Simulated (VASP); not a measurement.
# Sn23O47 (a cell with a defect) in VASP: further runs, part 2 of 2

VASP 6.6.1.

### Step 3. Single point, PBEsol

Contents of INCAR:

```
SYSTEM = Sn23O47
ALGO     = Normal         ! electronic algorithm
EDIFF    = 1E-6           ! SCF threshold, eV
ENCUT    = 520            ! plane-wave cutoff, eV
GGA      = PS             ! functional
GGA_COMPAT= .False.      
ISIF     = 2              ! what is computed and relaxed
ISMEAR   = -1             ! smearing method
ISYM     = -1           
LASPH    = .True.         ! aspherical terms in the spheres
LCHARG   = .False.        ! write CHGCAR
LREAL    = Auto         
LWAVE    = .False.        ! write WAVECAR
NBANDS   = 343            ! bands
NELM     = 120            ! most SCF steps
PREC     = Accurate       ! precision mode
SIGMA    = 0.05           ! smearing width, eV
```

Contents of KPOINTS:

```
explicit points
1
Reciprocal
  0.25000000   0.25000000   0.25000000 1
```

Contents of POSCAR:

```
Sn23O47
1.0
    9.5380920000      0.0000000000      0.0000000000
    0.0000000000      9.5380920000      0.0000000000
    0.0000000000      0.0000000000      9.6363030000
Sn O
23 47
Direct
    0.9983270000      0.9988260000      0.9999170000
    0.9987840000      0.0006230000      0.3332210000
    0.9984010000      0.9995160000      0.6665680000
    0.0019340000      0.5015050000      0.0009440000
    0.9821460000      0.4813910000      0.3331400000
    0.0017650000      0.5011350000      0.6653000000
    0.5037370000      0.0030130000      0.9976470000
    0.4985790000      0.9978330000      0.3332630000
    0.5035780000      0.0030430000      0.6688110000
    0.4973480000      0.4999840000      0.0068730000
    0.4980700000      0.5002440000      0.6596840000
    0.2540010000      0.2517020000      0.1696680000
    0.2546150000      0.2523430000      0.4964780000
    0.2480300000      0.2480850000      0.8334310000
    0.2645510000      0.7614990000      0.1519290000
    0.2645260000      0.7621420000      0.5146480000
    0.2484160000      0.7463330000      0.8332710000
    0.7422340000      0.2456120000      0.1646760000
    0.7422160000      0.2462530000      0.5019260000
    0.7525300000      0.2577980000      0.8332400000
    0.7464190000      0.7469500000      0.1701040000
    0.7470570000      0.7476440000      0.4963540000
    0.7499010000      0.7482350000      0.8330480000
    0.1524380000      0.1525930000      0.0030950000
    0.1489100000      0.1513150000      0.3333600000
    0.1526090000      0.1531430000      0.6632540000
    0.1487220000      0.6587990000      0.9996570000
    0.1485910000      0.6588460000      0.6667620000
    0.6594120000      0.1476540000      0.9949540000
    0.6542020000      0.1434890000      0.3332780000
    0.6593340000      0.1476770000      0.6714690000
    0.6550600000      0.6510280000      0.0005100000
    0.6566460000      0.6503170000      0.3336300000
    0.6556990000      0.6508030000      0.6653130000
    0.3433170000      0.3463740000      0.9994880000
    0.3482860000      0.3441680000      0.3326760000
    0.3434930000      0.3465940000      0.6673790000
    0.3454300000      0.8586000000      0.9881470000
    0.3337880000      0.8450470000      0.3332760000
    0.3456130000      0.8584800000      0.6785040000
    0.8520780000      0.3467450000      0.0031090000
    0.8422590000      0.3322160000      0.3333070000
    0.8519210000      0.3466890000      0.6634390000
    0.8456380000      0.8447040000      0.0020300000
    0.8463810000      0.8522840000      0.3329910000
    0.8457090000      0.8451990000      0.6644660000
    0.1008700000      0.4106300000      0.1717920000
    0.1010760000      0.4105030000      0.4944360000
    0.0983350000      0.4053790000      0.8331630000
    0.0968570000      0.8947700000      0.1684490000
    0.0966330000      0.8947960000      0.4981200000
    0.0946910000      0.9022840000      0.8331070000
    0.5996100000      0.3976810000      0.1579410000
    0.5950260000      0.3940610000      0.5081190000
    0.5955900000      0.4047550000      0.8333030000
    0.5896540000      0.8983130000      0.1659040000
    0.5892830000      0.8982320000      0.5006870000
    0.5977150000      0.9013300000      0.8331890000
    0.4013910000      0.0911940000      0.1659480000
    0.4010430000      0.0911770000      0.5004470000
    0.4077500000      0.1028210000      0.8331950000
    0.3929650000      0.6016910000      0.1611110000
    0.3894300000      0.5992500000      0.5059420000
    0.4031730000      0.5969220000      0.8331060000
    0.9022580000      0.0959910000      0.1650640000
    0.9019710000      0.0959010000      0.5013300000
    0.9042840000      0.0996490000      0.8333220000
    0.9132670000      0.6021960000      0.1726210000
    0.9138140000      0.6023820000      0.4936750000
    0.9038890000      0.5958220000      0.8331540000
```

Potentials or basis: VASP PAW PBE potentials, release 64 (Sn_d, O).

Launch:

```sh
$ cat potpaw_PBE.64/Sn_d/POTCAR potpaw_PBE.64/O/POTCAR > POTCAR
$ mpirun -np 1 vasp_std > vasp.out
```

Run time: 37 min. Hardware: 1 thread of Intel Xeon 8259CL, shared host; peak memory 0.84 GiB.

Results (log left out):

| Item | Value |
| --- | --- |
| Free energy | -452.7269 eV |
| Pressure | 1.5 GPa |
| Largest force | 0.088 eV/Å |

Forces in eV/Å, atoms in the order of the input:
```
Sn  -0.023  0.007 -0.013
Sn  -0.023  0.012  0.004
Sn  -0.005  0.010  0.003
Sn  -0.019 -0.012 -0.010
Sn  -0.018 -0.011 -0.007
Sn   0.014  0.006  0.016
Sn  -0.001 -0.009 -0.025
Sn   0.008  0.002 -0.004
Sn   0.001  0.006  0.026
Sn  -0.001  0.013 -0.022
Sn  -0.050  0.013  0.019
Sn   0.017  0.015 -0.044
Sn   0.019  0.022  0.071
Sn   0.003  0.001 -0.025
Sn  -0.012  0.023  0.016
Sn  -0.008 -0.005 -0.017
Sn  -0.004  0.028 -0.008
Sn   0.055 -0.025  0.043
Sn   0.044 -0.048 -0.059
Sn   0.041 -0.038  0.011
Sn  -0.021 -0.004 -0.052
Sn  -0.014  0.002  0.049
Sn  -0.018 -0.006  0.005
O   -0.014 -0.008  0.020
O    0.022  0.012 -0.002
O   -0.017 -0.009 -0.019
O    0.006  0.001  0.027
O    0.003  0.001 -0.017
O    0.003  0.008 -0.001
O    0.007 -0.002  0.000
O    0.011  0.012  0.005
O   -0.007 -0.009 -0.001
O    0.005 -0.024 -0.002
O   -0.011 -0.017  0.002
O    0.012  0.011 -0.001
O    0.025  0.010  0.006
O    0.005  0.004  0.008
O   -0.001  0.009 -0.010
O   -0.005  0.011  0.002
O    0.004  0.012  0.009
O   -0.001 -0.008  0.004
O   -0.001 -0.010  0.004
O   -0.006 -0.001 -0.017
O    0.014  0.012  0.015
O   -0.018 -0.025  0.002
O    0.010  0.007 -0.015
O    0.034 -0.010 -0.006
O    0.025 -0.003  0.004
O    0.008 -0.014  0.001
O    0.007 -0.017  0.020
O    0.002 -0.010 -0.024
O    0.018 -0.013  0.003
O   -0.038  0.025 -0.021
O   -0.006  0.019  0.021
O   -0.002  0.000 -0.001
O   -0.001 -0.018 -0.006
O    0.010 -0.022  0.005
O    0.014 -0.007  0.001
O   -0.026  0.020 -0.001
O   -0.018  0.015 -0.002
O   -0.012  0.021  0.003
O   -0.018 -0.043  0.016
O   -0.009 -0.026 -0.017
O    0.009 -0.006  0.006
O    0.002  0.005  0.010
O   -0.003  0.008 -0.011
O   -0.010  0.016  0.001
O   -0.001  0.021 -0.002
O   -0.010  0.028  0.007
O   -0.010  0.013 -0.003
```

Stress tensor (GPa, compression positive):
```
1.32 1.31 0.01
1.31 1.48 0.02
0.01 0.02 1.59
```

Levels at points of the mesh, in eV from the Fermi level:
```tsv
k point	band 298	band 299	band 300	band 301	band 302	band 303	band 304	band 305	band 306	band 307
(0.25, 0.25, 0.25)	-0.22	-0.17	-0.15	-0.13	-0.05	0.02	1.75	2.78	3.36	3.70
```

Caveat: the PAW data sets were made with another functional, which shifts forces and pressure a little; spin-orbit coupling is left out, which moves the levels of the heavy elements.
